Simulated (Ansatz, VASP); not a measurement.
## Bi in VASP and in Ansatz

Contents of POSCAR:

```
Bi
1.0
    3.4319261452     -2.2682406431      0.0000000000
    3.4319261452      2.2682406431      0.0000000000
    0.0000000000      0.0000000000      9.2527188696
Bi
4
Direct
    0.8500000000      0.1500000000      0.1170000000
    0.6500000000      0.3500000000      0.6170000000
    0.1500000000      0.8500000000      0.8830000000
    0.3500000000      0.6500000000      0.3830000000
```

INCAR.step1

```
SYSTEM = Bi
PREC     = Accurate       ! precision mode
ENCUT    = 600            ! plane-wave cutoff, eV
ISMEAR   = 0              ! smearing method
SIGMA    = 0.1            ! smearing width, eV
LREAL    = .FALSE.        ! projectors in reciprocal space
LASPH    = .TRUE.         ! aspherical terms in the spheres
NELM     = 100            ! most SCF steps
GGA      = PE             ! functional
ALGO     = Normal         ! electronic algorithm
EDIFF    = 1E-4           ! SCF threshold, eV
LWAVE    = .TRUE.         ! write WAVECAR
LCHARG   = .FALSE.        ! write CHGCAR
```

File INCAR.step2:

```
SYSTEM = Bi
PREC     = Accurate       ! precision mode
ENCUT    = 600            ! plane-wave cutoff, eV
EDIFF    = 1E-6           ! SCF threshold, eV
ISMEAR   = 0              ! smearing method
SIGMA    = 0.1            ! smearing width, eV
LREAL    = .FALSE.        ! projectors in reciprocal space
LASPH    = .TRUE.         ! aspherical terms in the spheres
NELM     = 100            ! most SCF steps
ALGO     = Normal         ! electronic algorithm
ISIF     = 3              ! what is computed and relaxed
LWAVE    = .FALSE.        ! write WAVECAR
LCHARG   = .FALSE.        ! write CHGCAR
METAGGA  = R2SCAN         ! meta-GGA
LMIXTAU  = .TRUE.       
IBRION   = 2              ! ionic algorithm
NSW      = 90             ! ionic steps
EDIFFG   = -0.04          ! ionic threshold
ISTART   = 1
```

The input KPOINTS:

```
Automatic mesh
0
G
  4 4 2
  0 0 0
```

Input for Ansatz:

```yaml
crystal:
  lattice:
    - [3.4319261452, -2.2682406431, 0.0]
    - [3.4319261452, 2.2682406431, 0.0]
    - [0.0, 0.0, 9.2527188696]
  atoms:
    - { symbol: Bi, position: [0.85, 0.15, 0.117] }
    - { symbol: Bi, position: [0.65, 0.35, 0.617] }
    - { symbol: Bi, position: [0.15, 0.85, 0.883] }
    - { symbol: Bi, position: [0.35, 0.65, 0.383] }
basis:
  ecutwfc: 500
kpoints:
  mp_grid: { grid: [4, 4, 2] }
hamiltonian:
  xc: r2scan
scf:
  occupations: { method: gaussian, width: 0.1 }
  lower_state_search: "off"
output:
  forces: true
  stress: true
  eigenvalues: true
relax:
  adjacent_minimum: "off"
  f_tol: 0.04
  max_steps: 70
  cell: { stress_tol: 0.4 }
```

Alike in both runs: task relaxation of cell and atoms; functional r2SCAN; k mesh 4 × 4 × 2; occupations gaussian, width 0.1 eV; no spin polarisation.

|  | VASP | Ansatz |
| --- | --- | --- |
| version | VASP 6.6.1 | Ansatz 0.2.0 |
| potentials or method | VASP PAW PBE potentials, release 64 (Bi_d), cutoff 600 eV | scalar-relativistic, plane waves, PAW |
| valence electrons in the cell | 60 | 60 |

Ansatz gave:

| Quantity | Value |
| --- | --- |
| gap on the k mesh at the Fermi level, each at its own relaxed structure (eV) | none |
| relaxed volume (Å³/atom) | 31.31 |
| relaxed cell length with the largest relative difference (Å) | 9.710 |

**Question.** Estimate VASP's values.

**Answer.** gap on the k mesh at the Fermi level, each at its own relaxed structure (eV): none; relaxed volume (Å³/atom): 31.40; relaxed cell length with the largest relative difference (Å): 10.556.

VASP's potentials were made for PBE, not for r2SCAN. A gap of «none» marks a metal or a gap that the smearing closes. One of these differences is far larger than is usual between the two programs; its cause wasn't traced.

The k mesh is coarse, so the values compare programs but aren't converged. Spin-orbit coupling is off throughout.
